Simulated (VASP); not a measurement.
Input of a VASP 6.6.1 run:

INCAR

```
PREC = Accurate
ENCUT = 520
EDIFF = 1E-6
ISMEAR = 0
SIGMA = 0.1
LREAL = False
LASPH = True
NELM = 80
ALGO = Normal
ISIF = 2
LWAVE = False
LCHARG = True
GGA = PS
LELF = True
LVHAR = True
NBANDS = 14
ISYM = 0
```

KPOINTS

```
regular mesh
0
Gamma
  11 8 21
```

POSCAR

```
HfN
1.0
    3.1830776067      0.0000000000      0.0000000000
    0.0000000000      4.5015515214      0.0000000000
    1.5915388033      2.2507757607      1.5915388033
Hf N
1 1
Direct
    0.0000000000      0.5000000000      0.0000000000
    0.0000000000      0.0000000000      0.0000000000
```

Potentials or basis: VASP PAW PBE potentials, release 64 (Hf_pv, N).

Command:

```sh
$ cat potpaw_PBE.64/Hf_pv/POTCAR potpaw_PBE.64/N/POTCAR > POTCAR
$ mpirun -np 1 vasp_std > vasp.out
```

What does it give for the pressure?

-2.1 GPa.

Caveat: the PAW data sets were made with another functional, which shifts forces and pressure a little.
